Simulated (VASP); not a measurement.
A run of VASP 6.6.1 is set up as follows.

The input INCAR:

```
SYSTEM = GaP
PREC = Accurate
ENCUT = 500
EDIFF = 1E-6
ISMEAR = 0
SIGMA = 0.02
LREAL = .False.
LASPH = .True.
NELM = 120
ALGO = Normal
ISIF = 2
LWAVE = .False.
LCHARG = .True.
GGA = PE
LELF = .True.
LVHAR = .True.
NBANDS = 16
GGA_COMPAT = .False.
```

Contents of KPOINTS:

```
regular mesh
0
Gamma
  10 10 10
  0 0 0
```

File POSCAR:

```
GaP
1.0
    0.0000000000      2.7533028936      2.7533028936
    2.7533028936      0.0000000000      2.7533028936
    2.7533028936      2.7533028936      0.0000000000
Ga P
1 1
Direct
    0.0000000000      0.0000000000      0.0000000000
    0.2500000000      0.2500000000      0.2500000000
```

Potentials or basis: VASP PAW PBE potentials, release 64 (Ga_d, P).

Command:

```bash
$ cat potpaw_PBE.64/Ga_d/POTCAR potpaw_PBE.64/P/POTCAR > POTCAR
$ mpirun -np 1 vasp_std > vasp.out
```

Q: Estimate the band gap on the k mesh.

A: 1.57 eV, direct.

Q: What does it give for the pressure?

A: -0.1 GPa.

A k mesh can miss the band edges.
